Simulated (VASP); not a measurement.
## InH3: single point with PBE

Crystal: InH3.

```xyz
12
Lattice="3.8608 0.0000 0.0000 0.0000 6.4928 0.0000 0.0000 0.0000 7.8726" Properties=species:S:1:pos:R:3 pbc="T T T"
In    0.0000    0.0000    2.0142
In    0.0000    0.0000    5.8584
In    0.0000    3.2464    0.0000
H     1.9304    0.0000    2.0142
H     0.0000    0.0000    0.0000
H     0.0000    0.0000    3.9363
H     0.0000    4.8696    1.0071
H     0.0000    1.6232    1.0071
H     1.9304    0.0000    5.8584
H     0.0000    4.8696    6.8655
H     0.0000    1.6232    6.8655
H     1.9304    3.2464    0.0000
```

The cell was built from a structure type or drawn by symmetry, and may not be a known phase.

```json
{
  "Program": "VASP 6.6.1",
  "Task": "single point",
  "Functional": "PBE",
  "Potentials or basis": "VASP PAW PBE potentials, release 64 (In_d, H)",
  "Cutoff": "520 eV",
  "k mesh": "4 × 4 × 2",
  "Occupations": "gaussian, width 0.1 eV",
  "Spin": "no spin polarisation",
  "Dipole correction": "no",
  "Further INCAR settings": "ALGO = Normal; EDIFF = 1e-06; NBANDS = 36"
}
```

```yaml
Pressure: 1.4 GPa
Largest_force: 0.766 eV/Å
Band_gap_on_the_k_mesh: zero (bands 24 and 25 overlap by 1.25 eV)
```

Forces on the atoms (eV/Å):
```
In   0.000  0.000 -0.766
In   0.000  0.000  0.766
In   0.000  0.000  0.000
H    0.000  0.000  0.323
H    0.000  0.000  0.000
H    0.000  0.000  0.000
H    0.000 -0.442  0.600
H    0.000  0.442  0.600
H    0.000  0.000 -0.323
H    0.000 -0.442 -0.600
H    0.000  0.442 -0.600
H    0.000  0.000  0.000
```

Stress tensor (GPa, compression positive):
```
0.76 0.00 0.00
0.00 2.99 0.00
0.00 0.00 0.45
```

Levels at points of the mesh, in eV from the Fermi level:
| k point | band 20 | band 21 | band 22 | band 23 | band 24 | band 25 | band 26 | band 27 | band 28 | band 29 |
| --- | --- | --- | --- | --- | --- | --- | --- | --- | --- | --- |
| (0.00, 0.00, 0.00) | -4.87 | -2.41 | -2.00 | -0.81 | 0.57 | 2.20 | 2.79 | 3.38 | 3.54 | 3.71 |
| (0.50, 0.00, 0.00) | -5.03 | -4.46 | -4.36 | -3.48 | -2.01 | 0.09 | 2.58 | 3.50 | 4.02 | 4.06 |
| (0.00, 0.50, 0.00) | -3.74 | -2.02 | -1.92 | -0.57 | -0.27 | 1.88 | 3.64 | 3.65 | 3.81 | 4.27 |
| (0.50, 0.50, 0.00) | -4.84 | -4.57 | -4.46 | -3.29 | -0.88 | 0.79 | 1.55 | 3.10 | 3.71 | 4.10 |
| (0.00, 0.00, 0.50) | -3.92 | -2.79 | -2.53 | -1.24 | 0.40 | 2.53 | 3.48 | 3.59 | 3.61 | 3.81 |
| (0.50, 0.00, 0.50) | -4.69 | -4.27 | -3.75 | -3.50 | -2.10 | -0.68 | 1.66 | 4.41 | 4.52 | 4.65 |
| (0.00, 0.50, 0.50) | -3.61 | -3.53 | -1.93 | -1.11 | -0.05 | 2.56 | 3.29 | 3.34 | 3.66 | 4.27 |
| (0.50, 0.50, 0.50) | -4.63 | -4.57 | -3.34 | -2.92 | -0.99 | -0.63 | 1.00 | 3.90 | 3.99 | 4.19 |

It took 91 s on 1 thread of AMD EPYC 9R14 (Zen 4) (shared host), peak memory 0.28 GiB.

Caveat: the k points lie up to 0.41 Å⁻¹ apart, too coarse for converged energies and pressures of a metal; spin-orbit coupling is left out, which moves the levels of the heavy elements.
